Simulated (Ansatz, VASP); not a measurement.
# TiO2 in VASP and in Ansatz

```
CELL_PARAMETERS angstrom
6.15358 -1.88347 0.00000
6.15358 1.88347 0.00000
-1.92833 0.00000 6.32897
ATOMIC_POSITIONS crystal
Ti 0.90007 0.90007 0.28960
Ti 0.19529 0.19529 0.28376
Ti 0.09993 0.09993 0.71040
Ti 0.80471 0.80471 0.71624
O 0.36193 0.36193 0.29340
O 0.26349 0.26349 0.65250
O 0.86719 0.86719 0.99529
O 0.73651 0.73651 0.34750
O 0.94165 0.94165 0.63002
O 0.13281 0.13281 0.00471
O 0.63807 0.63807 0.70660
O 0.05835 0.05835 0.36998
```

Alike in both runs: task single point; functional RPBE; k mesh 8 × 8 × 4; occupations fermi-dirac, width 0.05 eV; no spin polarisation.

|  | VASP | Ansatz |
| --- | --- | --- |
| version | VASP 6.6.1 | Ansatz 0.2.0 |
| potentials or method | VASP PAW PBE potentials, release 64 (Ti_sv, O) | Ansatz PAW |
| plane-wave cutoff (eV) | 520 | 420 |
| valence electrons in the cell | 96 | 96 |

Ansatz gave:

```
gap on the k mesh at the Fermi level (eV)                     : 2.78
least direct gap on the mesh (eV)                             : 2.95
pressure (GPa)                                                : 3.0
traceless stress, the component that is largest in VASP (GPa) : -0.08
rms of the force components (eV/Å)                            : 0.060
```

Question: What did VASP give for the same quantities?

Answer: gap on the k mesh at the Fermi level (eV): 2.76; least direct gap on the mesh (eV): 2.93; pressure (GPa): 3.5; traceless stress, the component that is largest in VASP (GPa): -0.05; rms of the force components (eV/Å): 0.048.

VASP's potentials were made for PBE, not for RPBE. Atom by atom the forces differ by 0.016 eV/Å (rms over components).
